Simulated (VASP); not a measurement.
# BaTiO3 (Amm2) in VASP: relaxation of cell and atoms with r2SCAN

Aim: the relaxation of cell and atoms of BaTiO3 with r2SCAN.

All numbers are computed with VASP 6.6.1; they aren't measurements. Logs are shortened: lines on timing, memory, paths and dates and some standing lists are left out, and cuts for length are marked.

### 1 The cell of the first run

The structure is orthorhombic, space group Amm2 (No. 38). Conventional cell: a = 4.027 Å, b = 5.722 Å, c = 5.735 Å, α = 90.00°, β = 90.00°, γ = 90.00°. Within 3.7 Å of Ba (site symmetry mm2) lie 12 O at 2.81 to 2.92 Å and 8 Ti at 3.46 to 3.55 Å. Within 2.5 Å of Ti (site symmetry mm2) lie 6 O at 1.92 to 2.13 Å. Within 2.7 Å of O (site symmetry mm2) lie 2 Ti at 2.02 Å. O (site symmetry m) has 2 Ti at 1.92 to 2.13 Å within 2.5 Å. Within 2.5 Å of O (site symmetry m) lie 2 Ti at 1.92 to 2.13 Å.

### 2 Relaxation of cell and atoms, r2SCAN, target pressure 5 GPa, at which the enthalpy is minimised

Input file POSCAR:

```
BaTiO3
1.0
    4.0271816300     -2.8609138700     -2.8674744400
    0.0000000000      2.8609138700     -2.8674744400
    4.0271816300      2.8609138700      2.8674744400
Ba Ti O
2 2 6
Direct
    0.0000000000      0.0000000000      0.0000000000
    0.5000000000      0.0000000000      0.5000000000
    0.9950000000      0.4900000000      0.5050000000
    0.4950000000      0.4900000000      0.0050000000
    0.7550000000      0.5100000000      0.2450000000
    0.2550000000      0.5100000000      0.7450000000
    0.5050000000      0.0160000000      0.9950000000
    0.0050000000      0.0160000000      0.4950000000
    0.7580000000      0.5100000000      0.7420000000
    0.2580000000      0.5100000000      0.2420000000
```

Input file INCAR.step1:

```
SYSTEM = BaTiO3
PREC = Accurate ; ENCUT = 600
ISMEAR = -1 ; SIGMA = 0.1
LREAL = .False. ; LASPH = .True.
NELM = 60 ; GGA = PE
ALGO = Normal ; EDIFF = 1E-4
LWAVE = .True. ; LCHARG = .False.
```

Input file INCAR.step2:

```
SYSTEM = BaTiO3
PREC = Accurate ; ENCUT = 600
EDIFF = 1E-6 ; ISMEAR = -1
SIGMA = 0.1 ; LREAL = .False.
LASPH = .True. ; NELM = 60
ALGO = Normal ; ISIF = 3
LWAVE = .False. ; LCHARG = .False.
METAGGA = R2SCAN ; LMIXTAU = .True.
IBRION = 2 ; NSW = 80
EDIFFG = -0.01 ; PSTRESS = 50.0
ISTART = 1
```

Input file KPOINTS:

```
regular mesh
0
Gamma
  3 5 3
  0 0 0
```

Potentials or basis: VASP PAW PBE potentials, release 64 (Ba_sv, Ti_sv, O).

Launch:

```sh
$ cat potpaw_PBE.64/Ba_sv/POTCAR potpaw_PBE.64/Ti_sv/POTCAR potpaw_PBE.64/O/POTCAR > POTCAR
$ cp INCAR.step1 INCAR
$ mpirun -np 1 vasp_std > vasp.out
$ cp INCAR.step2 INCAR
$ mpirun -np 1 vasp_std > vasp.out
```

OUTCAR:

```text
SYSTEM = BaTiO3
   PREC = Accurate
   ENCUT = 600
   EDIFF = 1E-6
   ISMEAR = -1
   LREAL = .False.
   LASPH = .True.
   NELM = 60
   ISIF = 3
   METAGGA = R2SCAN
   IBRION = 2
   NSW = 80
   EDIFFG = -0.01
   PSTRESS = 50.0
   ISTART = 1

 ion  position               nearest neighbor table
   1  0.000  0.000  0.000-   5 2.81   7 2.83   8 2.83   9 2.83  10 2.83   5 2.86   6 2.86   9 2.89
                            10 2.89   7 2.89   8 2.89   6 2.92   4 3.46   3 3.46   3 3.50   4 3.50
   2  0.500  0.000  0.500-   6 2.81   7 2.83   8 2.83   9 2.83  10 2.83   6 2.86   5 2.86   9 2.89
                            10 2.89   8 2.89   7 2.89   5 2.92   4 3.46   3 3.46   3 3.50   4 3.50
   3  0.995  0.490  0.505-   9 1.92   8 1.92   5 2.02   6 2.02   8 2.13  10 2.13   2 3.46   1 3.46
                             1 3.50   2 3.50   2 3.50   1 3.50   2 3.55   1 3.55
   4  0.495  0.490  0.005-  10 1.92   7 1.92   5 2.02   6 2.02   7 2.13   9 2.13   2 3.46   1 3.46
                             1 3.50   2 3.50   1 3.50   2 3.50   1 3.55   2 3.55
   5  0.755  0.510  0.245-   3 2.02   4 2.02   1 2.81   1 2.86   2 2.86   2 2.92
   6  0.255  0.510  0.745-   3 2.02   4 2.02   2 2.81   2 2.86   1 2.86   1 2.92
   7  0.505  0.016  0.995-   4 1.92   4 2.13   1 2.83   2 2.83   2 2.89   1 2.89
   8  0.005  0.016  0.495-   3 1.92   3 2.13   1 2.83   2 2.83   1 2.89   2 2.89
   9  0.758  0.510  0.742-   3 1.92   4 2.13   1 2.83   2 2.83   1 2.89   2 2.89
  10  0.258  0.510  0.242-   4 1.92   3 2.13   1 2.83   2 2.83   1 2.89   2 2.89

  LATTYP: Found a base centered monoclinic cell.
 ALAT       =     8.1011697515
 B/A-ratio  =     0.9942222552
 C/A-ratio  =     0.5000000000
 COS(beta)  =    -0.0022905435

  Lattice vectors:

 A1 = (  -4.0271816300,   2.8609138700,   2.8674744400)
 A2 = (   4.0271816300,   2.8609138700,   2.8674744400)
 A3 = (   0.0000000000,   2.8609138700,  -2.8674744400)

Analysis of symmetry for initial positions (statically):
=====================================================================
 Subroutine PRICEL returns following result:

  LATTYP: Found a base centered orthorhombic cell.
 ALAT       =     5.7218277400
 B/A-ratio  =     1.0022931728
 C/A-ratio  =     0.7038278349

  Lattice vectors:

 A1 = (   0.0000000000,   2.8609138700,  -2.8674744400)
 A2 = (   0.0000000000,   2.8609138700,   2.8674744400)
 A3 = (   4.0271816300,   0.0000000000,   0.0000000000)

   2 primitive cells build up your supercell.

 Routine SETGRP: Setting up the symmetry group for a
 base centered monoclinic supercell.

 Subroutine GETGRP returns: Found  2 space group operations
 (whereof  2 operations were pure point group operations)
 out of a pool of  4 trial point group operations.

The static configuration has the point symmetry C_1h.

Analysis of symmetry for dynamics (positions and initial velocities):
=====================================================================
 Subroutine PRICEL returns following result:

  LATTYP: Found a base centered orthorhombic cell.
 ALAT       =     5.7218277400
 B/A-ratio  =     1.0022931728
 C/A-ratio  =     0.7038278349

  Lattice vectors:

 A1 = (   0.0000000000,   2.8609138700,  -2.8674744400)
 A2 = (   0.0000000000,   2.8609138700,   2.8674744400)
 A3 = (   4.0271816300,   0.0000000000,   0.0000000000)

   2 primitive cells build up your supercell.

 Routine SETGRP: Setting up the symmetry group for a
 base centered monoclinic supercell.

 Subroutine GETGRP returns: Found  2 space group operations
 (whereof  2 operations were pure point group operations)
 out of a pool of  4 trial point group operations.

The dynamic configuration has the point symmetry C_1h.

 Subroutine INISYM returns: Found  2 space group operations
 (whereof  2 operations are pure point group operations),
 and found     2 'primitive' translations

----------------------------------------------------------------------------------------

                                     Primitive cell

  volume of cell :      66.0748

  direct lattice vectors                    reciprocal lattice vectors
     0.000000000  2.860913870 -2.867474440     0.000000000  0.174769330 -0.174369471
     0.000000000  2.860913870  2.867474440     0.000000000  0.174769330  0.174369471
     4.027181630  0.000000000  0.000000000     0.248312615  0.000000000  0.000000000

  length of vectors
     4.050584876  4.050584876  4.027181630     0.246878575  0.246878575  0.248312615

  position of ions in fractional coordinates (direct lattice)
     0.000000000  0.000000000  0.000000000
     0.490000000  0.510000000  0.500000000
     0.510000000  0.490000000  0.000000000
     0.016000000  0.490000000  0.500000000
     0.510000000  0.984000000  0.500000000

  ion indices of the primitive-cell ions
   primitive index   ion index
                 1           1
                 2           3
                 3           5
                 4           7
                 5           9

----------------------------------------------------------------------------------------

 KPOINTS: regular mesh

Automatic generation of k-mesh.
 Grid dimensions read from file:
 generate k-points for:    3    5    3

 Generating k-lattice:

  Cartesian coordinates                     Fractional coordinates (reciprocal lattice)
     0.041385436 -0.029128222 -0.029061578     0.333333333  0.000000000  0.000000000
     0.000000000  0.034953866 -0.034873894     0.000000000  0.200000000 -0.000000000
     0.041385436  0.029128222  0.029061578     0.000000000  0.000000000  0.333333333

  Length of vectors
     0.058359086  0.049375715  0.058359086

  Shift w.r.t. Gamma in fractional coordinates (k-lattice)
     0.000000000  0.000000000  0.000000000

 Subroutine IBZKPT returns following result:
 ===========================================

 Found     16 irreducible k-points:

 Following reciprocal coordinates:
            Coordinates               Weight
  0.000000  0.000000  0.000000      1.000000
  0.333333 -0.000000 -0.000000      4.000000
 -0.000000  0.200000  0.000000      2.000000
  0.333333  0.200000 -0.000000      4.000000
 -0.333333  0.200000  0.000000      4.000000
 -0.000000  0.400000  0.000000      2.000000
[... 8 lines left out ...]
 -0.333333 -0.400000  0.333333      2.000000
 -0.333333 -0.200000  0.333333      2.000000
   k-points           NKPTS =     16   k-points in BZ     NKDIM =     16   number of bands    NBANDS=     48
   number of dos      NEDOS =    301   number of ions     NIONS =     10
   total plane-waves  NPLWV =  73728
   dimension x,y,z NGX =    48 NGY =   32 NGZ =   48
   dimension x,y,z NGXF=    96 NGYF=   64 NGZF=   96
   ions per type =               2   2   6
   NGX,Y,Z   is equivalent  to a cutoff of  13.97, 13.13, 13.97 a.u.
   NGXF,Y,Z  is equivalent  to a cutoff of  27.94, 26.27, 27.94 a.u.
 SYSTEM =  BaTiO3
   PREC   = accura    normal or accurate (medium, high low for compatibility)
   ISTART =      1    job   : 0-new  1-cont  2-samecut
   ICHARG =      0    charge: 1-file 2-atom 10-const
   ISPIN  =      1    spin polarized calculation?
   LNONCOLLINEAR =      F non collinear calculations
   LSORBIT =      F    spin-orbit coupling
   LASPH  =      T    aspherical Exc in radial PAW
   ENCUT  =  600.0 eV  44.10 Ry    6.64 a.u.  11.41  8.09 11.41*2*pi/ulx,y,z
   NELM   =     60;   NELMIN=  2; NELMDL=  0     # of ELM steps
   EDIFF  = 0.1E-05   stopping-criterion for ELM
   LREAL  =      F    real-space projection
   EDIFFG = -.1E-01   stopping-criterion for IOM
   NSW    =     80    number of steps for IOM
   IBRION =      2    ionic relax: 0-MD 1-quasi-New 2-CG
   NFREE  =      1    steps in history (QN), initial steepest desc. (CG)
   ISIF   =      3    stress and relaxation
   ISYM   =      2    0-nonsym 1-usesym 2-fastsym
   POTIM  = 0.5000    time-step for ionic-motion
   TEBEG  =    0.0;   TEEND  =   0.0 temperature during run
   PSTRESS=   50.0 pullay stress
   NELECT =      80.0000    total number of electrons
   NUPDOWN=      -1.0000    fix difference up-down
   EMIN   =  10.00;   EMAX   =-10.00  energy-range for DOS
   EFERMI =   0.00;   METHOD = LEGACY
   ISMEAR =    -1;   SIGMA  =   0.10  broadening in eV -4-tet -1-fermi 0-gaus
   EFERMI_NEDOS =   21; number of points for ismear=-14 and -15
   IALGO  =     38    algorithm
   IMIX   =      4    mixing-type and parameters
     AMIX     =   0.40;   BMIX     =  1.00
     AMIX_MAG =   1.60;   BMIX_MAG =  1.00
  volume/ion in A,a.u.               =      13.21        89.18
  Fermi-wavevector in a.u.,A,eV,Ry     =   1.384893  2.617069 26.095014  1.917929
  Thomas-Fermi vector in A             =   2.509355
   LORBIT       =      0    0 simple, 1 ext, 2 COOP (PROOUT), +10 PAW based schemes
   METAGGA = R2SCAN    functional components
   LHFCALC =     F    Hartree Fock is set to
   AEXX    =    0.0000 exact exchange contribution
   IVDW    =     0    specifies the selected vdW correction
   LEPSILON=     F    determine dielectric tensor
   LRPA    =     F    only Hartree local field effects (RPA)
 conjugate gradient relaxation of ions
 non-spin polarized calculation
  energy-cutoff  :      600.00
  volume of cell :      132.15
 maximum number of plane-waves:      4436
 NGX is ok and might be reduce to    48
   NGX = 23   NGY = 17   NGZ = 23

--------------------------------------- Ionic step        1  -------------------------------------------

 number of electron      79.9999987 magnetization

 Free energy of the ion-electron system (eV)
  ---------------------------------------------------
  ext. energy  EPLUGINS =         0.00000000
  ---------------------------------------------------
  free energy    TOTEN  =      -148.50947817 eV

  energy without entropy =     -148.50947048  energy(sigma->0) =     -148.50947432

------------------------ aborting loop because EDIFF is reached ----------------------------------------

  FORCE on cell =-STRESS in cart. coord.  units (eV):
  Direction    XX          YY          ZZ          XY          YZ          ZX
  --------------------------------------------------------------------------------------
  -------------------------------------------------------------------------------------
  Total       -2.7717482     -2.5985802     -2.5086739      0.0000000      0.0230365      0.0000000
  in kB      -33.6046056    -31.5051212    -30.4151003      0.0000000      0.2792943      0.0000000
  external PRESSURE =     -81.8416090 kB  Pullay stress =      50.0000000 kB

 VOLUME and BASIS-vectors are now :
 -----------------------------------------------------------------------------
  energy-cutoff  :      600.00
  volume of cell :      132.15
      direct lattice vectors                 reciprocal lattice vectors
     4.027181630 -2.860913870 -2.867474440     0.124156307 -0.087384665 -0.087184735
     0.000000000  2.860913870 -2.867474440     0.000000000  0.174769330 -0.174369471
     4.027181630  2.860913870  2.867474440     0.124156307  0.087384665  0.087184735
[... 338 lines left out ...]
  FREE ENERGIE OF THE ION-ELECTRON SYSTEM (eV)
  ---------------------------------------------------
  free  energy   TOTEN  =      -148.4889048676 eV

  energy  without entropy=     -148.4889013232  energy(sigma->0) =     -148.48890310

  enthalpy is  TOTEN    =      -144.5423844301 eV   P V=        3.9465204375

--------------------------------------- Ionic step        9  -------------------------------------------

 number of electron      80.0000001 magnetization

 Free energy of the ion-electron system (eV)
  ---------------------------------------------------
  ext. energy  EPLUGINS =         0.00000000
  ---------------------------------------------------
  free energy    TOTEN  =      -148.48796378 eV

  energy without entropy =     -148.48796027  energy(sigma->0) =     -148.48796203

 E-fermi :   4.8805     XC(G=0): -11.9902

 val. band max:        3.6220918974   @ k =  -0.0000   0.4000   0.0000
 cond. band min:       6.0512570495   @ k =   0.0000   0.0000   0.0000
 fundamental gap:      2.4291651521
 Fermi energy:         4.8805049972

 k-point     1 :       0.0000    0.0000    0.0000
  band No.  band energies     occupation
      1     -55.0166      2.00000
      2     -55.0141      2.00000
      3     -30.2736      2.00000
      4     -30.2485      2.00000
      5     -30.2171      2.00000
      6     -30.2147      2.00000
[... 827 lines left out ...]
 POSITION                                       TOTAL-FORCE (eV/Angst)
 -----------------------------------------------------------------------------------
      3.96148      2.82297      2.82740         0.000000      0.003121     -0.000540
      3.96148      0.00032     -0.00142         0.000000      0.003121     -0.000540
      5.94222      0.00083     -2.76448         0.000000      0.007958     -0.000044
      1.98074      0.00083     -2.76448         0.000000      0.007958     -0.000044
      3.96148     -0.00176     -2.88726         0.000000     -0.002250     -0.003943
      3.96148      2.82090     -0.05844         0.000000     -0.002250     -0.003943
      5.94222      1.43040      1.34005         0.000000     -0.000903      0.004241
      1.98074      1.43040      1.34005         0.000000     -0.000903      0.004241
      5.94222      1.38953     -1.48832         0.000000     -0.007927      0.000285
      1.98074      1.38953     -1.48832         0.000000     -0.007927      0.000285
 -----------------------------------------------------------------------------------
    total drift:                                0.000001      0.003630      0.002521

  FREE ENERGIE OF THE ION-ELECTRON SYSTEM (eV)
  ---------------------------------------------------
  free  energy   TOTEN  =      -148.4879637790 eV

  energy  without entropy=     -148.4879602744  energy(sigma->0) =     -148.48796203

  enthalpy is  TOTEN    =      -144.5424382700 eV   P V=        3.9455255090

 reached required accuracy - stopping structural energy minimisation
```

It took 16 min on 1 thread of Intel Xeon 6975P-C (Granite Rapids), shared host; peak memory 0.36 GiB.

What came out:

```
Free energy                                                : -148.4880 eV
Relaxed volume                                             : 12.64 Å³/atom
Relaxed cell                                               : a = 5.627 Å, b = 3.993 Å, c = 5.627 Å, α = 90.09°, β = 90.50°, γ = 89.91°
Space group after relaxing (to 0.1 Å)                      : Amm2 (No. 38)
Energy change on relaxing (the run minimises the enthalpy) : +2.2 meV/atom
Ionic steps                                                : 9
Pressure after relaxing                                    : 5.0 GPa
Largest force after relaxing                               : 0.008 eV/Å
Band gap on the k mesh                                     : 2.43 eV
```

Forces in eV/Å, atoms in the order of the input:
```
Ba   0.000  0.003 -0.001
Ba   0.000  0.003 -0.001
Ti   0.000  0.008  0.000
Ti   0.000  0.008  0.000
O    0.000 -0.002 -0.004
O    0.000 -0.002 -0.004
O    0.000 -0.001  0.004
O    0.000 -0.001  0.004
O    0.000 -0.008  0.000
O    0.000 -0.008  0.000
```

The path:
```
step  energy change (eV)  largest force (eV/Å)  pressure (GPa)  volume (Å³)
   1              0.0000                0.3327           -3.18       132.15
   2              0.5096                0.6157           17.92       119.65
   3              0.0181                0.0442            4.86       126.57
   4              0.0215                0.0518            5.03       126.45
   5              0.0227                0.0194            5.04       126.39
   6              0.0232                0.0140            5.06       126.38
   7              0.0207                0.0124            4.93       126.46
   8              0.0206                0.0126            4.94       126.46
   9              0.0215                0.0080            4.97       126.43
```

Final structure:
```
Ba Ti O
1.0
     3.96148   -2.82265   -2.82882
     0.00000    2.82047   -2.82664
     3.96148    2.82265    2.82882
Ba Ti O
2 2 6
Cartesian
  3.9615 2.8230 2.8274
  3.9615 0.0003 -0.0014
  5.9422 0.0008 -2.7645
  1.9807 0.0008 -2.7645
  3.9615 -0.0018 -2.8873
  3.9615 2.8209 -0.0584
  5.9422 1.4304 1.3401
  1.9807 1.4304 1.3401
  5.9422 1.3895 -1.4883
  1.9807 1.3895 -1.4883
```

Levels at points of the mesh, in eV from the valence-band top:
| k point | band 38 | band 39 | band 40 | band 41 | band 42 | band 43 |
| --- | --- | --- | --- | --- | --- | --- |
| (0.00, 0.00, 0.00) | -0.32 | -0.28 | -0.08 | 2.43 | 2.53 | 2.60 |

Caveat: the cell is relaxed towards a set pressure, so the run minimises the enthalpy, not the energy; the PAW data sets were made with another functional, which shifts forces and pressure a little; spin-orbit coupling is left out, which moves the levels of the heavy elements.
